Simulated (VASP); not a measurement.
# Nb (R-3m) in VASP: further runs

The runs below take Nb through single point, with r2SCAN.

All numbers are computed with VASP 6.6.1; they aren't measurements. Logs are shortened: lines on timing, memory, paths and dates and some standing lists are left out, and cuts for length are marked.

## (1) The cell of the first run

It takes space group R-3m (No. 166, trigonal). The conventional cell has a = 2.374 Å, b = 2.374 Å, c = 11.630 Å, α = 90.00°, β = 90.00°, γ = 120.00°. Nb (site symmetry -3m) has 6 Nb at 2.37 Å within 3.1 Å.

## (2) Single point, r2SCAN

POSCAR reads:

```
Nb
1.0
    1.1191177416      2.7977943541      2.7977943541
    2.7977943541      1.1191177416      2.7977943541
    2.7977943541      2.7977943541      1.1191177416
Nb
1
Direct
    0.0000000000      0.0000000000      0.0000000000
```

INCAR.step1 reads:

```
SYSTEM = Nb
PREC = Accurate
ENCUT = 520
ISMEAR = 0
SIGMA = 0.15
LREAL = .FALSE.
LASPH = .TRUE.
NELM = 100
NBANDS = 12
GGA = PE
ALGO = Normal
EDIFF = 1E-4
LWAVE = .TRUE.
LCHARG = .FALSE.
```

INCAR.step2 reads:

```
SYSTEM = Nb
PREC = Accurate
ENCUT = 520
EDIFF = 1E-7
ISMEAR = 0
SIGMA = 0.15
LREAL = .FALSE.
LASPH = .TRUE.
NELM = 100
ALGO = Normal
ISIF = 2
LWAVE = .FALSE.
LCHARG = .TRUE.
METAGGA = R2SCAN
LMIXTAU = .TRUE.
LELF = .TRUE.
LVHAR = .TRUE.
NBANDS = 12
ISTART = 1
```

KPOINTS reads:

```
Automatic mesh
0
G
  22 22 22
  0 0 0
```

Potentials or basis: VASP PAW PBE potentials, release 64 (Nb_sv).

The run is started by

```bash
cat potpaw_PBE.64/Nb_sv/POTCAR > POTCAR
cp INCAR.step1 INCAR
mpirun -np 1 vasp_std > vasp.out
cp INCAR.step2 INCAR
mpirun -np 1 vasp_std > vasp.out
```

OUTCAR:

```text
SYSTEM = Nb
   PREC = Accurate
   ENCUT = 520
   EDIFF = 1E-7
   ISMEAR = 0
   LREAL = .FALSE.
   LASPH = .TRUE.
   NELM = 100
   ISIF = 2
   METAGGA = R2SCAN
   ISTART = 1

 ion  position               nearest neighbor table
   1  0.000  0.000  0.000-

  LATTYP: Found a trigonal (rhomboedric) cell.
 ALAT       =     4.1119011437
 COS(alpha) =     0.8333333333

  Lattice vectors:

 A1 = (   1.1191177416,   2.7977943541,   2.7977943541)
 A2 = (   2.7977943541,   1.1191177416,   2.7977943541)
 A3 = (   2.7977943541,   2.7977943541,   1.1191177416)

Analysis of symmetry for initial positions (statically):
=====================================================================
 Subroutine PRICEL returns:
 Original cell was already a primitive cell.

 Routine SETGRP: Setting up the symmetry group for a
 trigonal (rhombohedral) supercell.

 Subroutine GETGRP returns: Found 12 space group operations
 (whereof 12 operations were pure point group operations)
 out of a pool of 12 trial point group operations.

The static configuration has the point symmetry D_3d.

Analysis of symmetry for dynamics (positions and initial velocities):
=====================================================================
 Subroutine PRICEL returns:
 Original cell was already a primitive cell.

 Routine SETGRP: Setting up the symmetry group for a
 trigonal (rhombohedral) supercell.

 Subroutine GETGRP returns: Found 12 space group operations
 (whereof 12 operations were pure point group operations)
 out of a pool of 12 trial point group operations.

The dynamic configuration has the point symmetry D_3d.

 Subroutine INISYM returns: Found 12 space group operations
 (whereof 12 operations are pure point group operations),
 and found     1 'primitive' translations

----------------------------------------------------------------------------------------

                                     Primitive cell

  volume of cell :      18.9217

  direct lattice vectors                    reciprocal lattice vectors
     1.119117742  2.797794354  2.797794354    -0.347495955  0.248211397  0.248211397
     2.797794354  1.119117742  2.797794354     0.248211397 -0.347495955  0.248211397
     2.797794354  2.797794354  1.119117742     0.248211397  0.248211397 -0.347495955

  length of vectors
     4.111901144  4.111901144  4.111901144     0.493934443  0.493934443  0.493934443

  position of ions in fractional coordinates (direct lattice)
     0.000000000  0.000000000  0.000000000

  ion indices of the primitive-cell ions
   primitive index   ion index
                 1           1

----------------------------------------------------------------------------------------

 KPOINTS: Automatic mesh

Automatic generation of k-mesh.
 Grid dimensions read from file:
 generate k-points for:   22   22   22

 Generating k-lattice:

  Cartesian coordinates                     Fractional coordinates (reciprocal lattice)
    -0.015795271  0.011282336  0.011282336     0.045454545  0.000000000  0.000000000
     0.011282336 -0.015795271  0.011282336     0.000000000  0.045454545  0.000000000
     0.011282336  0.011282336 -0.015795271     0.000000000  0.000000000  0.045454545

  Length of vectors
     0.022451566  0.022451566  0.022451566

  Shift w.r.t. Gamma in fractional coordinates (k-lattice)
     0.000000000  0.000000000  0.000000000

 Subroutine IBZKPT returns following result:
 ===========================================

 Found   1024 irreducible k-points:

 Following reciprocal coordinates:
            Coordinates               Weight
  0.000000  0.000000  0.000000      1.000000
  0.045455  0.000000  0.000000      6.000000
  0.090909  0.000000  0.000000      6.000000
  0.136364 -0.000000 -0.000000      6.000000
  0.181818  0.000000  0.000000      6.000000
  0.227273  0.000000  0.000000      6.000000
[... 16 lines left out ...]
  0.500000  0.045455 -0.000000     12.000000
 -0.454545  0.045455 -0.000000     12.000000
 [... further k-points ...]
   k-points           NKPTS =   1024   k-points in BZ     NKDIM =   1024   number of bands    NBANDS=     12
   number of dos      NEDOS =    301   number of ions     NIONS =      1
   total plane-waves  NPLWV =  32768
   dimension x,y,z NGX =    32 NGY =   32 NGZ =   32
   dimension x,y,z NGXF=    64 NGYF=   64 NGZF=   64
   ions per type =               1
   NGX,Y,Z   is equivalent  to a cutoff of  12.94, 12.94, 12.94 a.u.
   NGXF,Y,Z  is equivalent  to a cutoff of  25.88, 25.88, 25.88 a.u.
 SYSTEM =  Nb
   PREC   = accura    normal or accurate (medium, high low for compatibility)
   ISTART =      1    job   : 0-new  1-cont  2-samecut
   ICHARG =      0    charge: 1-file 2-atom 10-const
   ISPIN  =      1    spin polarized calculation?
   LNONCOLLINEAR =      F non collinear calculations
   LSORBIT =      F    spin-orbit coupling
   LASPH  =      T    aspherical Exc in radial PAW
   ENCUT  =  520.0 eV  38.22 Ry    6.18 a.u.   7.65  7.65  7.65*2*pi/ulx,y,z
   NELM   =    100;   NELMIN=  2; NELMDL=  0     # of ELM steps
   EDIFF  = 0.1E-06   stopping-criterion for ELM
   LREAL  =      F    real-space projection
   EDIFFG = 0.1E-05   stopping-criterion for IOM
   NSW    =      0    number of steps for IOM
   IBRION =     -1    ionic relax: 0-MD 1-quasi-New 2-CG
   NFREE  =      0    steps in history (QN), initial steepest desc. (CG)
   ISIF   =      2    stress and relaxation
   ISYM   =      2    0-nonsym 1-usesym 2-fastsym
   POTIM  = 0.5000    time-step for ionic-motion
   TEBEG  =    0.0;   TEEND  =   0.0 temperature during run
   PSTRESS=    0.0 pullay stress
   NELECT =      13.0000    total number of electrons
   NUPDOWN=      -1.0000    fix difference up-down
   EMIN   =  10.00;   EMAX   =-10.00  energy-range for DOS
   EFERMI =   0.00;   METHOD = LEGACY
   ISMEAR =     0;   SIGMA  =   0.15  broadening in eV -4-tet -1-fermi 0-gaus
   EFERMI_NEDOS =   21; number of points for ismear=-14 and -15
   IALGO  =     38    algorithm
   IMIX   =      4    mixing-type and parameters
     AMIX     =   0.40;   BMIX     =  1.00
     AMIX_MAG =   1.60;   BMIX_MAG =  1.00
  volume/ion in A,a.u.               =      18.92       127.69
  Fermi-wavevector in a.u.,A,eV,Ry     =   1.444560  2.729823 28.392005  2.086754
  Thomas-Fermi vector in A             =   2.562841
   LORBIT       =      0    0 simple, 1 ext, 2 COOP (PROOUT), +10 PAW based schemes
   METAGGA = R2SCAN    functional components
   LHFCALC =     F    Hartree Fock is set to
   AEXX    =    0.0000 exact exchange contribution
   IVDW    =     0    specifies the selected vdW correction
   LEPSILON=     F    determine dielectric tensor
   LRPA    =     F    only Hartree local field effects (RPA)
 non-spin polarized calculation
 Gauss-broadening in eV      SIGMA  =   0.15
  energy-cutoff  :      520.00
  volume of cell :       18.92
 maximum number of plane-waves:       528
   NGX = 15   NGY = 15   NGZ = 15

 number of electron      13.0000000 magnetization

 Free energy of the ion-electron system (eV)
  ---------------------------------------------------
  ext. energy  EPLUGINS =         0.00000000
  ---------------------------------------------------
  free energy    TOTEN  =       -21.98947936 eV

  energy without entropy =      -21.98152171  energy(sigma->0) =      -21.98550054

 E-fermi :  10.9518     XC(G=0): -12.6367

 val. band max:       10.9428234640   @ k =  -0.2273  -0.3636   0.0455
 cond. band min:      10.9540961779   @ k =   0.4545   0.1364   0.1364
 fundamental gap:      0.0112727139
 Fermi energy:        10.9518382946

 k-point     1 :       0.0000    0.0000    0.0000
  band No.  band energies     occupation
      1     -46.6828      2.00000
      2     -21.7516      2.00000
      3     -18.5106      2.00000
      4     -18.5106      2.00000
      5       5.3889      2.00000
      6       6.7197      2.00000
      7      10.9729      0.84266
      8      10.9729      0.84266
      9      16.8570      0.00000
     10      17.4645      0.00000
     11      17.4645      0.00000
     12      25.7477      0.00000

 k-point     2 :       0.0455    0.0000    0.0000
  band No.  band energies     occupation
      1     -46.6554      2.00000
      2     -21.7300      2.00000
      3     -18.6526      2.00000
      4     -18.5413      2.00000
      5       5.4883      2.00000
      6       6.8815      2.00000
      7      10.7993      1.84956
      8      11.1205      0.11183
      9      15.7178      0.00000
     10      17.4015      0.00000
     11      18.5581      0.00000
     12      25.7907      0.00000

 k-point     3 :       0.0909    0.0000    0.0000
  band No.  band energies     occupation
      1     -46.5744      2.00000
      2     -21.6666      2.00000
      3     -19.0585      2.00000
      4     -18.6302      2.00000
      5       5.7636      2.00000
      6       7.3247      2.00000
      7      10.3861      2.00000
      8      11.5581      0.00000
      9      14.3261      0.00000
     10      17.2217      0.00000
     11      19.7977      0.00000
     12      25.9334      0.00000

 k-point     4 :       0.1364   -0.0000   -0.0000
  band No.  band energies     occupation
      1     -46.4445      2.00000
      2     -21.5653      2.00000
      3     -19.6752      2.00000
      4     -18.7677      2.00000
      5       6.1757      2.00000
      6       7.7899      2.00000
      7      10.1133      2.00000
      8      12.2720      0.00000
      9      12.9657      0.00000
     10      16.9502      0.00000
     11      20.8593      0.00000
     12      26.2091      0.00000

 k-point     5 :       0.1818    0.0000    0.0000
  band No.  band energies     occupation
      1     -46.2731      2.00000
      2     -21.4328      2.00000
      3     -20.4322      2.00000
      4     -18.9402      2.00000
      5       6.6865      2.00000
      6       7.7060      2.00000
      7      10.6357      1.99712
      8      11.6822      0.00000
      9      13.2396      0.00000
     10      16.6204      0.00000
     11      21.6580      0.00000
     12      26.6233      0.00000
[... 228 lines left out ...]
      1     -45.3382      2.00000
      2     -23.7472      2.00000
      3     -20.7354      2.00000
      4     -19.8147      2.00000
      5       5.2443      2.00000
      6       7.1903      2.00000
      7      11.1787      0.03241
      8      14.9153      0.00000
      9      15.8570      0.00000
     10      19.5644      0.00000
     11      22.8165      0.00000
     12      25.3291      0.00000

 k-point    22 :       0.4545    0.0455    0.0000
  band No.  band energies     occupation
      1     -45.2052      2.00000
      2     -24.1498      2.00000
      3     -20.6391      2.00000
      4     -19.9162      2.00000
      5       4.9497      2.00000
      6       6.7943      2.00000
      7      12.1465      0.00000
      8      14.7323      0.00000
      9      16.0945      0.00000
     10      20.5113      0.00000
     11      23.2749      0.00000
     12      24.8264      0.00000

 k-point    23 :       0.5000    0.0455   -0.0000
  band No.  band energies     occupation
      1     -45.1345      2.00000
      2     -24.3581      2.00000
      3     -20.5881      2.00000
      4     -19.9685      2.00000
      5       4.8005      2.00000
      6       6.5930      2.00000
      7      12.8231      0.00000
      8      14.6258      0.00000
      9      15.9124      0.00000
     10      21.1415      0.00000
     11      23.5150      0.00000
     12      24.7870      0.00000

 k-point    24 :      -0.4545    0.0455   -0.0000
  band No.  band energies     occupation
      1     -45.1345      2.00000
      2     -24.3581      2.00000
      3     -20.5876      2.00000
      4     -19.9686      2.00000
      5       4.8003      2.00000
      6       6.6050      2.00000
      7      12.7008      0.00000
      8      14.6294      0.00000
      9      16.0122      0.00000
     10      21.1458      0.00000
     11      23.4253      0.00000
     12      25.0159      0.00000

 [... further k-points ...]

------------------------ aborting loop because EDIFF is reached ----------------------------------------

  FORCE on cell =-STRESS in cart. coord.  units (eV):
  Direction    XX          YY          ZZ          XY          YZ          ZX
  --------------------------------------------------------------------------------------
  -------------------------------------------------------------------------------------
  Total        6.8038434      6.8038434      6.8038434     -4.6637639     -4.6637639     -4.6637639
  in kB      576.1078315    576.1078315    576.1078315   -394.8989930   -394.8989930   -394.8989930
  external PRESSURE =     576.1078315 kB  Pullay stress =       0.0000000 kB

 VOLUME and BASIS-vectors are now :
 -----------------------------------------------------------------------------
  energy-cutoff  :      520.00
  volume of cell :       18.92
      direct lattice vectors                 reciprocal lattice vectors
     1.119117742  2.797794354  2.797794354    -0.347495955  0.248211397  0.248211397
     2.797794354  1.119117742  2.797794354     0.248211397 -0.347495955  0.248211397
     2.797794354  2.797794354  1.119117742     0.248211397  0.248211397 -0.347495955

 POSITION                                       TOTAL-FORCE (eV/Angst)
 -----------------------------------------------------------------------------------
      0.00000      0.00000      0.00000        -0.000000     -0.000000      0.000000
 -----------------------------------------------------------------------------------
    total drift:                                0.000000      0.000000      0.000000

  FREE ENERGIE OF THE ION-ELECTRON SYSTEM (eV)
  ---------------------------------------------------
  free  energy   TOTEN  =       -21.9894793628 eV

  energy  without entropy=      -21.9815217119  energy(sigma->0) =      -21.98550054
```

Run time: 27 min. Hardware: 1 thread of Intel Xeon 6975P-C, shared host; peak memory 0.38 GiB.

Results:

| Property | Result |
| --- | --- |
| Free energy | -21.9895 eV |
| Pressure | 57.6 GPa |

Levels at points of the mesh, in eV from the Fermi level:
```tsv
k point	band 3	band 4	band 5	band 6	band 7	band 8	band 9	band 10
(0.00, 0.00, 0.00)	-29.46	-29.46	-5.56	-4.23	0.02	0.02	5.91	6.51
(0.50, 0.00, 0.00)	-31.54	-30.83	-6.37	-4.43	1.90	4.03	4.89	10.81
(0.50, 0.50, 0.00)	-31.55	-30.83	-6.38	-4.86	3.22	4.25	5.80	10.53
(0.50, 0.50, 0.50)	-29.46	-29.46	-4.38	-2.24	0.01	0.01	0.31	6.57
```

Caveat: the PAW data sets were made with another functional, which shifts forces and pressure a little.

## (3) Single point, r2SCAN

This run uses another cell than the first one, of the same volume but with other edges.

POSCAR reads:

```
Nb
1.0
   -0.4583504489      1.9124277349      1.9124277349
    1.9124277349     -0.4583504489      1.9124277349
    1.9124277349      1.9124277349     -0.4583504489
Nb
1
Direct
    0.0000000000      0.0000000000      0.0000000000
```

INCAR.step1 reads:

```
  PREC = Accurate
  ENCUT = 520
  ISMEAR = 0
  SIGMA = 0.15
  LREAL = False
  LASPH = True
  NELM = 100
  NBANDS = 12
  GGA = PE
  ALGO = Normal
  EDIFF = 1E-4
  LWAVE = True
  LCHARG = False
```

INCAR.step2 reads:

```
  PREC = Accurate
  ENCUT = 520
  EDIFF = 1E-7
  ISMEAR = 0
  SIGMA = 0.15
  LREAL = False
  LASPH = True
  NELM = 100
  ALGO = Normal
  ISIF = 2
  LWAVE = False
  LCHARG = False
  METAGGA = R2SCAN
  LMIXTAU = True
  NBANDS = 12
  ISTART = 1
```

KPOINTS reads:

```
regular mesh
0
Gamma
  22 22 22
```

Potentials or basis: VASP PAW PBE potentials, release 64 (Nb_sv).

The run is started by

```bash
cat potpaw_PBE.64/Nb_sv/POTCAR > POTCAR
cp INCAR.step1 INCAR
mpirun -np 1 vasp_std > vasp.out
cp INCAR.step2 INCAR
mpirun -np 1 vasp_std > vasp.out
```

Wall time 9.8 min (1 thread of Intel Xeon 6975P-C, shared host); peak memory 0.32 GiB.

The run converged. Its results:

```
Free energy : -24.4482 eV
Pressure    : -1.8 GPa
```

Stress tensor (GPa, compression positive):
```
-1.77  6.60  6.60
 6.60 -1.77  6.60
 6.60  6.60 -1.77
```

Levels at points of the mesh, in eV from the Fermi level:
```tsv
k point	band 3	band 4	band 5	band 6	band 7	band 8	band 9	band 10	band 11	band 12
(0.00, 0.00, 0.00)	-31.04	-30.65	-6.23	-2.08	-2.08	4.21	4.41	4.41	13.07	16.42
(0.50, 0.00, 0.00)	-30.97	-30.75	-3.42	-1.78	0.67	3.08	3.98	4.19	10.96	14.88
(0.50, 0.50, 0.00)	-31.94	-30.83	-4.24	-2.62	3.96	4.25	4.43	7.20	9.05	14.54
(0.50, 0.50, 0.50)	-31.70	-31.70	-3.89	-1.27	-1.27	5.56	6.93	6.93	10.60	15.79
```

Caveat: the PAW data sets were made with another functional, which shifts forces and pressure a little.
